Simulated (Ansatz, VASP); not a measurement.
## One calculation of Ga, two programs

The input INCAR:

```
SYSTEM = Ga
PREC = Accurate
ENCUT = 520
EDIFF = 1E-6
ISMEAR = 0
SIGMA = 0.15
LREAL = .FALSE.
LASPH = .TRUE.
NELM = 60
ALGO = Fast
ISIF = 2
LWAVE = .FALSE.
LCHARG = .FALSE.
GGA = PS
NBANDS = 12
```

Contents of KPOINTS:

```
Automatic mesh
0
G
  24 24 24
  0 0 0
```

File POSCAR:

```
Ga
1.0
   -1.3829400000      1.3829400000      2.1955650000
    1.3829400000     -1.3829400000      2.1955650000
    1.3829400000      1.3829400000     -2.1955650000
Ga
1
Direct
    0.0000000000      0.0000000000      0.0000000000
```

Input for Ansatz:

```yaml
crystal:
  lattice:
    - [-1.38294, 1.38294, 2.195565]
    - [1.38294, -1.38294, 2.195565]
    - [1.38294, 1.38294, -2.195565]
  atoms:
    - { symbol: Ga, position: [0.0, 0.0, 0.0] }
basis:
  ecutwfc: 420
kpoints:
  mp_grid: { grid: [24, 24, 24] }
hamiltonian:
  xc: pbesol
scf:
  occupations: { method: gaussian, width: 0.15 }
output:
  forces: true
  stress: true
  eigenvalues: true
```

Change from the starting cell: strain -0.015 along x and y, -0.015 along z, atoms carried along.

Alike in both runs: task single point; functional PBEsol; k mesh 24 × 24 × 24; occupations gaussian, width 0.15 eV; no spin polarisation.

|  | VASP | Ansatz |
| --- | --- | --- |
| version | VASP 6.6.1 | Ansatz 0.2.0 |
| potentials or method | VASP PAW PBE potentials, release 64 (Ga_d), cutoff 520 eV | scalar-relativistic, plane waves, PAW |
| valence electrons in the cell | 13 | 13 |

Ansatz gave:

* gap on the k mesh at the Fermi level (eV): none
* pressure (GPa): 3.5

What did VASP give for the same quantities?

gap on the k mesh at the Fermi level (eV): none; pressure (GPa): 3.7.

VASP's potentials were made for PBE, not for PBEsol. A gap of «none» marks a metal or a gap that the smearing closes. The functional is the same, so the differences come from potentials, cutoffs and numerics.
